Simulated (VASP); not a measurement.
A run of VASP 6.6.1 is set up as follows.

File INCAR:

```
SYSTEM = TiO
PREC     = Accurate       ! precision mode
ENCUT    = 520            ! plane-wave cutoff, eV
EDIFF    = 1E-6           ! SCF threshold, eV
ISMEAR   = 0              ! smearing method
SIGMA    = 0.15           ! smearing width, eV
LREAL    = .False.        ! projectors in reciprocal space
LASPH    = .True.         ! aspherical terms in the spheres
NELM     = 100            ! most SCF steps
ALGO     = Normal         ! electronic algorithm
ISIF     = 2              ! what is computed and relaxed
LWAVE    = .False.        ! write WAVECAR
LCHARG   = .False.        ! write CHGCAR
GGA      = PS             ! functional
NBANDS   = 16             ! bands
```

The input KPOINTS:

```
Automatic mesh
0
Gamma
  18 18 16
  0 0 0
```

POSCAR

```
TiO
1.0
    2.7885979981      0.0000000000      0.0000000000
   -1.3942989991      2.4149967073      0.0000000000
    0.0000000000      0.0000000000      2.9055000000
Ti O
1 1
Direct
    0.6666666667      0.3333333333      0.0000000000
    0.0000000000      0.0000000000      0.5000000000
```

Potentials or basis: VASP PAW PBE potentials, release 64 (Ti_sv, O).

Run with:

```console
$ cat potpaw_PBE.64/Ti_sv/POTCAR potpaw_PBE.64/O/POTCAR > POTCAR
$ mpirun -np 1 vasp_std > vasp.out
```

Q: Estimate the pressure.

A: -9.2 GPa.

Q: Estimate the band gap on the k mesh.

A: Zero (band 9 reaches 11.05 eV, above the bottom of band 10 at 11.03 eV).

Stress tensor (GPa, compression positive):
```
 -3.67   0.00   0.00
  0.00  -3.67   0.00
  0.00   0.00 -20.26
```

Caveat: the PAW data sets were made with another functional, which shifts forces and pressure a little; semilocal functionals often make such compounds metallic where correlation or magnetic order opens a gap, which also shifts bond lengths.
